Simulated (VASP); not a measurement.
# Pb (I4/mmm) in VASP: a series of runs

Pb is run at these levels: PBEsol; tasks: single point.

Everything below comes from runs of VASP 6.6.1. Logs are shortened: lines on timing, memory, paths and dates and some standing lists are left out, and cuts for length are marked.

**1. The cell of the first run**

It takes space group I4/mmm (No. 139, tetragonal). The conventional cell has a = 3.493 Å, b = 3.493 Å, c = 5.236 Å, α = 90.00°, β = 90.00°, γ = 90.00°. Pb (site symmetry 4/mmm) has 12 Pb at 3.49 to 3.60 Å within 4.6 Å.

**2. Single point, PBEsol (strain +0.0600 x Voigt [1, 0, 0, 0, 0, 0])**

INCAR

```
PREC = Accurate
ENCUT = 520
EDIFF = 1E-6
ISMEAR = 0
SIGMA = 0.15
LREAL = F
LASPH = T
NELM = 60
ALGO = Fast
ISIF = 2
LWAVE = F
LCHARG = F
GGA = PS
NBANDS = 13
```

KPOINTS

```
Automatic mesh
0
Gamma
  16 16 16
```

POSCAR

```
Pb
1.0
    0.0000000000      2.4698000000      2.4698000000
    2.6179880000      0.0000000000      2.4698000000
    2.6179880000      2.4698000000      0.0000000000
Pb
1
Direct
    0.0000000000      0.0000000000      0.0000000000
```

Potentials or basis: VASP PAW PBE potentials, release 64 (Pb_d).

Launch:

```
$ cat potpaw_PBE.64/Pb_d/POTCAR > POTCAR
$ mpirun -np 1 vasp_std > vasp.out
```

OUTCAR:

```text
PREC = Accurate
   ENCUT = 520
   EDIFF = 1E-6
   ISMEAR = 0
   LREAL = F
   LASPH = T
   NELM = 60
   ISIF = 2
   GGA = PS

 ion  position               nearest neighbor table
   1  0.000  0.000  0.000-

  LATTYP: Found a body centered tetragonal cell.
 ALAT       =     3.4928246563
 C/A-ratio  =     1.4990663761

  Lattice vectors:

 A1 = (   2.6179880000,   0.0000000000,   2.4698000000)
 A2 = (   2.6179880000,   0.0000000000,  -2.4698000000)
 A3 = (  -2.6179880000,   2.4698000000,   0.0000000000)

Analysis of symmetry for initial positions (statically):
=====================================================================
 Subroutine PRICEL returns:
 Original cell was already a primitive cell.

 Routine SETGRP: Setting up the symmetry group for a
 body centered tetragonal supercell.

 Subroutine GETGRP returns: Found 16 space group operations
 (whereof 16 operations were pure point group operations)
 out of a pool of 16 trial point group operations.

The static configuration has the point symmetry D_4h.

Analysis of symmetry for dynamics (positions and initial velocities):
=====================================================================
 Subroutine PRICEL returns:
 Original cell was already a primitive cell.

 Routine SETGRP: Setting up the symmetry group for a
 body centered tetragonal supercell.

 Subroutine GETGRP returns: Found 16 space group operations
 (whereof 16 operations were pure point group operations)
 out of a pool of 16 trial point group operations.

The dynamic configuration has the point symmetry D_4h.

 Subroutine INISYM returns: Found 16 space group operations
 (whereof 16 operations are pure point group operations),
 and found     1 'primitive' translations

----------------------------------------------------------------------------------------

                                     Primitive cell

  volume of cell :      31.9390

  direct lattice vectors                    reciprocal lattice vectors
     0.000000000  2.469800000  2.469800000    -0.190986361  0.202445542  0.202445542
     2.617988000  0.000000000  2.469800000     0.190986361 -0.202445542  0.202445542
     2.617988000  2.469800000  0.000000000     0.190986361  0.202445542 -0.202445542

  length of vectors
     3.492824656  3.599135064  3.599135064     0.344157210  0.344157210  0.344157210

  position of ions in fractional coordinates (direct lattice)
     0.000000000  0.000000000  0.000000000

  ion indices of the primitive-cell ions
   primitive index   ion index
                 1           1

----------------------------------------------------------------------------------------

 KPOINTS: Automatic mesh

Automatic generation of k-mesh.
 Grid dimensions read from file:
 generate k-points for:   16   16   16

 Generating k-lattice:

  Cartesian coordinates                     Fractional coordinates (reciprocal lattice)
    -0.011936648  0.012652846  0.012652846     0.062500000  0.000000000  0.000000000
     0.011936648 -0.012652846  0.012652846     0.000000000  0.062500000  0.000000000
     0.011936648  0.012652846 -0.012652846     0.000000000  0.000000000  0.062500000

  Length of vectors
     0.021509826  0.021509826  0.021509826

  Shift w.r.t. Gamma in fractional coordinates (k-lattice)
     0.000000000  0.000000000  0.000000000

 Subroutine IBZKPT returns following result:
 ===========================================

 Found    349 irreducible k-points:

 Following reciprocal coordinates:
            Coordinates               Weight
  0.000000  0.000000  0.000000      1.000000
  0.062500  0.000000  0.000000      8.000000
  0.125000  0.000000  0.000000      8.000000
  0.187500  0.000000  0.000000      8.000000
  0.250000  0.000000  0.000000      8.000000
  0.312500 -0.000000 -0.000000      8.000000
[... 16 lines left out ...]
 -0.125000  0.062500  0.000000     16.000000
 -0.062500  0.062500  0.000000      8.000000
 [... further k-points ...]
   k-points           NKPTS =    349   k-points in BZ     NKDIM =    349   number of bands    NBANDS=     13
   number of dos      NEDOS =    301   number of ions     NIONS =      1
   total plane-waves  NPLWV =  21952
   dimension x,y,z NGX =    28 NGY =   28 NGZ =   28
   dimension x,y,z NGXF=    56 NGYF=   56 NGZF=   56
   ions per type =               1
   NGX,Y,Z   is equivalent  to a cutoff of  13.33, 12.93, 12.93 a.u.
   NGXF,Y,Z  is equivalent  to a cutoff of  26.65, 25.87, 25.87 a.u.
 SYSTEM =  unknown system
   PREC   = accura    normal or accurate (medium, high low for compatibility)
   ISTART =      0    job   : 0-new  1-cont  2-samecut
   ICHARG =      2    charge: 1-file 2-atom 10-const
   ISPIN  =      1    spin polarized calculation?
   LNONCOLLINEAR =      F non collinear calculations
   LSORBIT =      F    spin-orbit coupling
   LASPH  =      T    aspherical Exc in radial PAW
   ENCUT  =  520.0 eV  38.22 Ry    6.18 a.u.   6.49  6.69  6.69*2*pi/ulx,y,z
   NELM   =     60;   NELMIN=  2; NELMDL= -5     # of ELM steps
   EDIFF  = 0.1E-05   stopping-criterion for ELM
   LREAL  =      F    real-space projection
   EDIFFG = 0.1E-04   stopping-criterion for IOM
   NSW    =      0    number of steps for IOM
   IBRION =     -1    ionic relax: 0-MD 1-quasi-New 2-CG
   NFREE  =      0    steps in history (QN), initial steepest desc. (CG)
   ISIF   =      2    stress and relaxation
   ISYM   =      2    0-nonsym 1-usesym 2-fastsym
   POTIM  = 0.5000    time-step for ionic-motion
   TEBEG  =    0.0;   TEEND  =   0.0 temperature during run
   PSTRESS=    0.0 pullay stress
   NELECT =      14.0000    total number of electrons
   NUPDOWN=      -1.0000    fix difference up-down
   EMIN   =  10.00;   EMAX   =-10.00  energy-range for DOS
   EFERMI =   0.00;   METHOD = LEGACY
   ISMEAR =     0;   SIGMA  =   0.15  broadening in eV -4-tet -1-fermi 0-gaus
   EFERMI_NEDOS =   21; number of points for ismear=-14 and -15
   IALGO  =     68    algorithm
   IMIX   =      4    mixing-type and parameters
     AMIX     =   0.40;   BMIX     =  1.00
     AMIX_MAG =   1.60;   BMIX_MAG =  1.00
  volume/ion in A,a.u.               =      31.94       215.53
  Fermi-wavevector in a.u.,A,eV,Ry     =   1.243590  2.350044 21.041617  1.546515
  Thomas-Fermi vector in A             =   2.377894
   LORBIT       =      0    0 simple, 1 ext, 2 COOP (PROOUT), +10 PAW based schemes
   GGA     = PS    functional components
   LHFCALC =     F    Hartree Fock is set to
   AEXX    =    0.0000 exact exchange contribution
   IVDW    =     0    specifies the selected vdW correction
   LEPSILON=     F    determine dielectric tensor
   LRPA    =     F    only Hartree local field effects (RPA)
 non-spin polarized calculation
 RMM-DIIS sequential band-by-band and
 Gauss-broadening in eV      SIGMA  =   0.15
  energy-cutoff  :      520.00
  volume of cell :       31.94
 maximum number of plane-waves:       901
 NGX is ok and might be reduce to    28
   NGX = 13   NGY = 13   NGZ = 13

 number of electron      14.0000004 magnetization

 Free energy of the ion-electron system (eV)
  ---------------------------------------------------
  ext. energy  EPLUGINS =         0.00000000
  ---------------------------------------------------
  free energy    TOTEN  =        -3.98413333 eV

  energy without entropy =       -3.97878370  energy(sigma->0) =       -3.98145851

 E-fermi :   6.5481     XC(G=0): -10.0940

 val. band max:        6.5475238471   @ k =   0.3750  -0.4375   0.0625
 cond. band min:       6.5546318874   @ k =   0.0000   0.3125   0.3125
 fundamental gap:      0.0071080404
 Fermi energy:         6.5481271207

 k-point     1 :       0.0000    0.0000    0.0000
  band No.  band energies     occupation
      1     -10.4678      2.00000
      2     -10.4003      2.00000
      3     -10.4003      2.00000
      4     -10.3323      2.00000
      5     -10.2748      2.00000
      6      -4.8931      2.00000
      7      13.5260      0.00000
      8      13.5260      0.00000
      9      13.5773      0.00000
     10      16.2938      0.00000
     11      17.2010      0.00000
     12      18.5878      0.00000
     13      18.7069      0.00000

 k-point     2 :       0.0625    0.0000    0.0000
  band No.  band energies     occupation
      1     -10.4631      2.00000
      2     -10.3996      2.00000
      3     -10.3957      2.00000
      4     -10.3316      2.00000
      5     -10.2761      2.00000
      6      -4.8218      2.00000
      7      12.6308      0.00000
      8      13.4407      0.00000
      9      13.4623      0.00000
     10      16.0602      0.00000
     11      17.6806      0.00000
     12      18.7770      0.00000
     13      18.8541      0.00000

 k-point     3 :       0.1250    0.0000    0.0000
  band No.  band energies     occupation
      1     -10.4520      2.00000
      2     -10.3988      2.00000
      3     -10.3839      2.00000
      4     -10.3263      2.00000
      5     -10.2785      2.00000
      6      -4.6080      2.00000
      7      10.8766      0.00000
      8      13.1234      0.00000
      9      13.2933      0.00000
     10      15.7285      0.00000
     11      18.4394      0.00000
     12      18.5140      0.00000
     13      19.2659      0.00000
[... 305 lines left out ...]
 k-point    23 :      -0.1250    0.0625    0.0000
  band No.  band energies     occupation
      1     -10.4515      2.00000
      2     -10.3923      2.00000
      3     -10.3760      2.00000
      4     -10.3284      2.00000
      5     -10.2732      2.00000
      6      -4.4496      2.00000
      7      10.2641      0.00000
      8      12.1044      0.00000
      9      13.4294      0.00000
     10      15.9619      0.00000
     11      17.7271      0.00000
     12      18.3961      0.00000
     13      19.0122      0.00000

 k-point    24 :      -0.0625    0.0625    0.0000
  band No.  band energies     occupation
      1     -10.4606      2.00000
      2     -10.3966      2.00000
      3     -10.3865      2.00000
      4     -10.3327      2.00000
      5     -10.2752      2.00000
      6      -4.7067      2.00000
      7      11.8649      0.00000
      8      12.6733      0.00000
      9      13.5652      0.00000
     10      16.0086      0.00000
     11      17.9347      0.00000
     12      18.4498      0.00000
     13      18.7392      0.00000

 [... further k-points ...]

------------------------ aborting loop because EDIFF is reached ----------------------------------------

  FORCE on cell =-STRESS in cart. coord.  units (eV):
  Direction    XX          YY          ZZ          XY          YZ          ZX
  --------------------------------------------------------------------------------------
  -------------------------------------------------------------------------------------
  Total       -0.6064187     -0.4660069     -0.4660069     -0.0000000      0.0000000     -0.0000000
  in kB      -30.4201920    -23.3766181    -23.3766181     -0.0000000      0.0000000     -0.0000000
  external PRESSURE =     -25.7244761 kB  Pullay stress =       0.0000000 kB

 VOLUME and BASIS-vectors are now :
 -----------------------------------------------------------------------------
  energy-cutoff  :      520.00
  volume of cell :       31.94
      direct lattice vectors                 reciprocal lattice vectors
     0.000000000  2.469800000  2.469800000    -0.190986361  0.202445542  0.202445542
     2.617988000  0.000000000  2.469800000     0.190986361 -0.202445542  0.202445542
     2.617988000  2.469800000  0.000000000     0.190986361  0.202445542 -0.202445542

 POSITION                                       TOTAL-FORCE (eV/Angst)
 -----------------------------------------------------------------------------------
      0.00000      0.00000      0.00000         0.000000      0.000000      0.000000
 -----------------------------------------------------------------------------------
    total drift:                               -0.000000     -0.000000     -0.000000

  FREE ENERGIE OF THE ION-ELECTRON SYSTEM (eV)
  ---------------------------------------------------
  free  energy   TOTEN  =        -3.9841333281 eV

  energy  without entropy=       -3.9787837003  energy(sigma->0) =       -3.98145851
```

Wall time 3.6 min (1 thread of AMD EPYC 7R13, shared host); peak memory 0.23 GiB.

What came out:

* Free energy: -3.9841 eV
* Pressure: -2.6 GPa
* Band gap on the k mesh: zero (band 7 reaches 13.53 eV, above the bottom of band 8 at 4.79 eV)

Stress tensor (GPa, compression positive):
```
-3.04  0.00  0.00
 0.00 -2.34  0.00
 0.00  0.00 -2.34
```

Caveat: the cell differs from its parent crystal (strain +0.0600 x Voigt [1, 0, 0, 0, 0, 0]); the PAW data sets were made with another functional, which shifts forces and pressure a little; spin-orbit coupling is left out, which moves the levels of the heavy elements.

**3. Single point, PBEsol (strain +0.0525 x Voigt [1, 0, 0, 0, 0, 0])**

INCAR

```
PREC     = Accurate       # precision mode
ENCUT    = 520            # plane-wave cutoff, eV
EDIFF    = 1E-6           # SCF threshold, eV
ISMEAR   = 0              # smearing method
SIGMA    = 0.15           # smearing width, eV
LREAL    = False          # projectors in reciprocal space
LASPH    = True           # aspherical terms in the spheres
NELM     = 60             # most SCF steps
ALGO     = Fast           # electronic algorithm
ISIF     = 2              # what is computed and relaxed
LWAVE    = False          # write WAVECAR
LCHARG   = True           # write CHGCAR
GGA      = PS             # functional
LELF     = True           # ELF
LVHAR    = True         
NBANDS   = 13             # bands
```

KPOINTS

```
regular mesh
0
Gamma
  16 16 16
```

POSCAR

```
Pb
1.0
    0.0000000000      2.4698000000      2.4698000000
    2.5994645000      0.0000000000      2.4698000000
    2.5994645000      2.4698000000      0.0000000000
Pb
1
Direct
    0.0000000000      0.0000000000      0.0000000000
```

Potentials or basis: VASP PAW PBE potentials, release 64 (Pb_d).

Launch:

```
$ cat potpaw_PBE.64/Pb_d/POTCAR > POTCAR
$ mpirun -np 1 vasp_std > vasp.out
```

Wall time 4.2 min (1 thread of AMD EPYC 7R13, shared host); peak memory 0.23 GiB.

The run converged. Its results:

```
Free energy            : -3.9882 eV
Pressure               : -2.3 GPa
Band gap on the k mesh : zero (band 7 reaches 13.66 eV, above the bottom of band 8 at 4.86 eV)
```

Stress tensor (GPa, compression positive):
```
-2.79  0.00  0.00
 0.00 -2.12  0.00
 0.00  0.00 -2.12
```

Levels at points of the mesh, in eV from the Fermi level:
```tsv
k point	band 4	band 5	band 6	band 7	band 8	band 9	band 10	band 11
(0.00, 0.00, 0.00)	-16.88	-16.83	-11.49	7.03	7.03	7.08	9.74	10.74
(0.50, 0.00, 0.00)	-16.75	-16.73	-8.11	-4.02	4.86	5.72	8.86	9.26
(0.50, 0.50, 0.00)	-16.73	-16.68	-6.63	-2.99	1.62	1.95	5.05	6.34
(0.00, 0.50, 0.50)	-16.71	-16.71	-7.17	-3.37	2.38	2.38	5.60	6.85
```

Caveat: the cell differs from its parent crystal (strain +0.0525 x Voigt [1, 0, 0, 0, 0, 0]); the PAW data sets were made with another functional, which shifts forces and pressure a little; spin-orbit coupling is left out, which moves the levels of the heavy elements.

(Continued in part 2 of 2.)
